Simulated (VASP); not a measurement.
K:

```
K
1.0
    -2.61250    2.61250    2.61250
     2.61250   -2.61250    2.61250
     2.61250    2.61250   -2.61250
K
1
Direct
  0.00000 0.00000 0.00000
```

| Item | Value |
| --- | --- |
| Program | VASP 6.6.1 |
| Task | relaxation of cell and atoms |
| Functional | RPBE |
| Potentials or basis | VASP PAW PBE potentials, release 64 (K_sv) |
| Cutoff | 600 eV |
| k mesh | 9 × 9 × 9 |
| Occupations | fermi-dirac, width 0.1 eV |
| Spin | no spin polarisation |

At the start: pressure 0.5 GPa; volume 71.32 Å³/atom.

Problem. Where does the relaxation end?

Solution. Over 4 steps the energy falls by 12.3 meV/atom and the volume is 80.36 Å³/atom (+12.7 %); space group Im-3m (No. 229, to 0.05 Å).

The path:
```tsv
step	energy change (eV)	largest force (eV/Å)	pressure (GPa)	volume (Å³)
1	0.0000	0.0000	0.47	71.32
2	-0.0055	0.0000	0.33	73.52
3	-0.0122	0.0000	0.03	79.58
4	-0.0123	0.0000	0.00	80.36
```

Final structure:
```yaml
crystal:
  lattice:
    - [-2.71846, 2.71846, 2.71846]
    - [2.71846, -2.71846, 2.71846]
    - [2.71846, 2.71846, -2.71846]
  atoms:
    - { symbol: K, position: [0.00000, 0.00000, 0.00000] }
```

Caveat: the PAW data sets were made with another functional, which shifts forces and pressure a little; the volume moved by +13 % from the deposited cell, more than functionals usually miss.
